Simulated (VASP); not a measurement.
# Be3Te2Se (Imm2) in VASP: notebook, part 2 of 2

VASP 6.6.1. The steps go on from the part before.

### Step 3. Single point, PBE (20.22 Å³/atom)

This run uses another cell than the first one, of 20.22 Å³/atom.

Input file INCAR:

```
PREC = Accurate ; ENCUT = 600
EDIFF = 1E-6 ; ISMEAR = 0
SIGMA = 0.02 ; LREAL = F
LASPH = T ; NELM = 120
ALGO = Normal ; ISIF = 2
LWAVE = F ; LCHARG = F
GGA = PE ; NBANDS = 21
GGA_COMPAT = F
```

Input file KPOINTS:

```
regular mesh
0
Gamma
  8 8 8
```

Input file POSCAR:

```
Be3Te2Se
1.0
   -1.9286316350      5.7809684815      2.7203946229
    1.9286316350     -5.7809684815      2.7203946229
    1.9286316350      5.7809684815     -2.7203946229
Be Te Se
3 2 1
Direct
    0.6066088339      0.7632984080      0.8433104259
    0.9199879821      0.7632984080      0.1566895741
    0.2242255469      0.7242255469      0.5000000000
    0.6642540650      0.9993416352      0.6649124299
    0.3344292053      0.9993416352      0.3350875701
    0.0004943668      0.0004943668      0.0000000000
```

Potentials or basis: VASP PAW PBE potentials, release 64 (Be, Te, Se).

Run with:

```
cat potpaw_PBE.64/Be/POTCAR potpaw_PBE.64/Te/POTCAR potpaw_PBE.64/Se/POTCAR > POTCAR
mpirun -np 1 vasp_std > vasp.out
```

OUTCAR:

```text
PREC = Accurate
   ENCUT = 600
   EDIFF = 1E-6
   ISMEAR = 0
   LREAL = F
   LASPH = T
   NELM = 120
   ISIF = 2
   GGA = PE

 ion  position               nearest neighbor table
   1  0.607  0.763  0.843-   6 2.22   5 2.41   5 2.41   4 2.43
   2  0.920  0.763  0.157-   6 2.22   4 2.41   4 2.41   5 2.43
   3  0.224  0.724  0.500-   6 2.28   6 2.28   4 2.42   5 2.42
   4  0.664  0.999  0.665-   2 2.41   2 2.41   3 2.42   1 2.43
   5  0.334  0.999  0.335-   1 2.41   1 2.41   3 2.42   2 2.43
   6  0.000  0.000  0.000-   1 2.22   2 2.22   3 2.28   3 2.28

  LATTYP: Found a body centered orthorhombic cell.
[... 783 lines left out ...]
  -------------------------------------------------------------------------------------
  Total        1.6179879      1.6455934      1.6313196      0.0000000      0.0000000      0.0000000
  in kB       21.3670252     21.7315811     21.5430828      0.0000000      0.0000000      0.0000000
  external PRESSURE =      21.5472297 kB  Pullay stress =       0.0000000 kB

 VOLUME and BASIS-vectors are now :
 -----------------------------------------------------------------------------
  energy-cutoff  :      600.00
  volume of cell :      121.32
      direct lattice vectors                 reciprocal lattice vectors
    -1.928631635  5.780968482  2.720394623     0.000000000  0.086490698  0.183796864
     1.928631635 -5.780968482  2.720394623     0.259251166  0.000000000  0.183796864
     1.928631635  5.780968482 -2.720394623     0.259251166  0.086490698  0.000000000

 POSITION                                       TOTAL-FORCE (eV/Angst)
 -----------------------------------------------------------------------------------
      1.92863      3.96933      1.43255        -0.000000      0.000920      0.001186
      0.00000      1.81163      4.15295        -0.000000     -0.000920      0.001186
      1.92863      0.00000      1.21996         0.000000      0.000000     -0.009260
      1.92863      1.90671      2.71681        -0.000000      0.005087      0.000008
      1.92863     -1.90671      2.71681        -0.000000     -0.005087      0.000008
      0.00000      0.00000      0.00269         0.000000     -0.000000      0.006872
 -----------------------------------------------------------------------------------
    total drift:                               -0.000000     -0.000001     -0.000022

  FREE ENERGIE OF THE ION-ELECTRON SYSTEM (eV)
  ---------------------------------------------------
  free  energy   TOTEN  =       -23.9407444153 eV

  energy  without entropy=      -23.9407444153  energy(sigma->0) =      -23.94074442
```

Run time: 11 min. Hardware: 1 thread of Oxide Virtual Turin-like, shared host; peak memory 0.57 GiB.

What came out:

| Item | Value |
| --- | --- |
| Free energy | -23.9407 eV |
| Pressure | 2.2 GPa |
| Largest force | 0.009 eV/Å |
| Band gap on the k mesh | 1.86 eV (least direct gap 2.02 eV) |

Forces in eV/Å, atoms in the order of the input:
```
Be   0.000  0.001  0.001
Be   0.000 -0.001  0.001
Be   0.000  0.000 -0.009
Te   0.000  0.005  0.000
Te   0.000 -0.005  0.000
Se   0.000  0.000  0.007
```

Caveat: spin-orbit coupling is left out, which moves the levels of the heavy elements.

### Step 4. Single point, PBE

This run uses another cell than the first one, of 20.85 Å³/atom.

Input file INCAR:

```
SYSTEM = Be3Te2Se
PREC = Accurate
ENCUT = 600
EDIFF = 1E-6
ISMEAR = 0
SIGMA = 0.02
LREAL = .False.
LASPH = .True.
NELM = 120
ALGO = Normal
ISIF = 2
LWAVE = .False.
LCHARG = .False.
GGA = PE
NBANDS = 21
GGA_COMPAT = .False.
```

Input file KPOINTS:

```
Automatic mesh
0
Gamma
  8 8 8
  0 0 0
```

Input file POSCAR:

```
Be3Te2Se
1.0
   -1.9485114457      5.8393562007      2.7481607459
    1.9485114457     -5.8393562007      2.7481607459
    1.9485114457      5.8393562007     -2.7481607459
Be Te Se
3 2 1
Direct
    0.6062788243      0.7629971527      0.8432816716
    0.9197154812      0.7629971527      0.1567183284
    0.2249532023      0.7249532023      0.5000000000
    0.6645085007      0.9995397733      0.6649687274
    0.3345710459      0.9995397733      0.3350312726
   -0.0000270542     -0.0000270542      0.0000000000
```

Run with:

```
cat potpaw_PBE.64/Be/POTCAR potpaw_PBE.64/Te/POTCAR potpaw_PBE.64/Se/POTCAR > POTCAR
mpirun -np 1 vasp_std > vasp.out
```

It took 15 min on 1 thread of Oxide Virtual Turin-like, shared host; peak memory 0.57 GiB.

The run converged. Its results:

```
Free energy            : -23.9670 eV
Pressure               : 0.1 GPa
Largest force          : 0.013 eV/Å
Band gap on the k mesh : 1.94 eV (least direct gap 2.09 eV)
```

Forces in eV/Å, atoms in the order of the input:
```
Be   0.000  0.002  0.002
Be   0.000 -0.002  0.002
Be   0.000  0.000 -0.013
Te   0.000  0.003 -0.002
Te   0.000 -0.003 -0.002
Se   0.000  0.000  0.013
```

Levels at points of the mesh, in eV from the valence-band top:
```
           k point  band 8  band 9  band 10  band 11  band 12  band 13  band 14  band 15  band 16  band 17
(0.00, 0.00, 0.00)   -2.65   -1.63    -0.21    -0.21     0.00     2.73     3.37     3.88     3.89     3.92
(0.50, 0.00, 0.00)   -2.04   -1.46    -1.26    -1.19    -0.91     2.91     3.44     3.65     4.80     4.81
(0.00, 0.50, 0.00)   -3.49   -2.74    -2.30    -1.24    -1.21     3.16     4.45     4.72     4.74     4.93
(0.50, 0.50, 0.00)   -3.02   -2.88    -2.59    -2.27    -1.76     2.02     2.94     3.95     4.29     5.15
(0.50, 0.50, 0.50)   -2.57   -2.29    -1.77    -0.97    -0.15     1.94     2.93     3.90     4.57     4.66
```

Caveat: spin-orbit coupling is left out, which moves the levels of the heavy elements. A k mesh can miss the band edges.

### Step 5. Single point, PBE

This run uses another cell than the first one, of 20.85 Å³/atom.

Input file INCAR:

```
  ALGO = Normal
  EDIFF = 1E-6
  ENCUT = 600
  GGA = PE
  GGA_COMPAT = F
  ISIF = 2
  ISMEAR = 0
  LASPH = T
  LCHARG = F
  LREAL = F
  LWAVE = F
  NBANDS = 21
  NELM = 120
  PREC = Accurate
  SIGMA = 0.02
```

Input file KPOINTS:

```
k-points
0
Gamma
  8 8 8
```

POSCAR is that of step 4.

Run with:

```
cat potpaw_PBE.64/Be/POTCAR potpaw_PBE.64/Te/POTCAR potpaw_PBE.64/Se/POTCAR > POTCAR
mpirun -np 1 vasp_std > vasp.out
```

Wall time 12 min (1 thread of Oxide Virtual Turin-like, shared host); peak memory 0.58 GiB.

It converged, with:

| Property | Result |
| --- | --- |
| Free energy | -23.9670 eV |
| Pressure | 0.1 GPa |
| Largest force | 0.013 eV/Å |
| Band gap on the k mesh | 1.94 eV (least direct gap 2.09 eV) |

Forces on the atoms (eV/Å):
```
Be   0.000  0.002  0.002
Be   0.000 -0.002  0.002
Be   0.000  0.000 -0.013
Te   0.000  0.003 -0.002
Te   0.000 -0.003 -0.002
Se   0.000  0.000  0.013
```

Levels at points of the mesh, in eV from the valence-band top:
| k point | band 9 | band 10 | band 11 | band 12 | band 13 | band 14 | band 15 | band 16 |
| --- | --- | --- | --- | --- | --- | --- | --- | --- |
| (0.00, 0.00, 0.00) | -1.63 | -0.21 | -0.21 | 0.00 | 2.73 | 3.37 | 3.88 | 3.89 |
| (0.50, 0.00, 0.00) | -1.46 | -1.26 | -1.19 | -0.91 | 2.91 | 3.44 | 3.65 | 4.80 |
| (0.00, 0.50, 0.00) | -2.74 | -2.30 | -1.24 | -1.21 | 3.16 | 4.45 | 4.72 | 4.74 |
| (0.50, 0.50, 0.00) | -2.88 | -2.59 | -2.27 | -1.76 | 2.02 | 2.94 | 3.95 | 4.29 |
| (0.50, 0.50, 0.50) | -2.29 | -1.77 | -0.97 | -0.15 | 1.94 | 2.93 | 3.90 | 4.57 |

Caveat: spin-orbit coupling is left out, which moves the levels of the heavy elements.

### Step 6. The runs side by side

| cell | gap on the mesh (eV) | pressure (GPa) | largest force (eV/Å) |
| --- | --- | --- | --- |
| a = 6.605 Å, angles 146.4, 59.9, 131.9°, 6 atoms, atomic positions A | 1.77 | 4.5 | 0.01 |
| a = 6.674 Å, angles 146.4, 60.0, 131.9°, 6 atoms, atomic positions B | 1.86 | 2.2 | 0.01 |
| a = 6.741 Å, angles 146.4, 60.0, 131.9°, 6 atoms, atomic positions C | 1.94 | 0.1 | 0.01 |

Alike in all rows: task single point; level PBE; potentials or basis VASP PAW PBE potentials, release 64 (Be, Te, Se); no spin polarisation; k mesh 8 × 8 × 8; cutoff (eV) 600; smearing gaussian 0.02 eV.

Caveats: spin-orbit coupling is left out, which moves the levels of the heavy elements; the cell stands under pressure (at least some runs).

Total energies depend on the potentials used, so only differences within one code and one set of settings carry meaning.
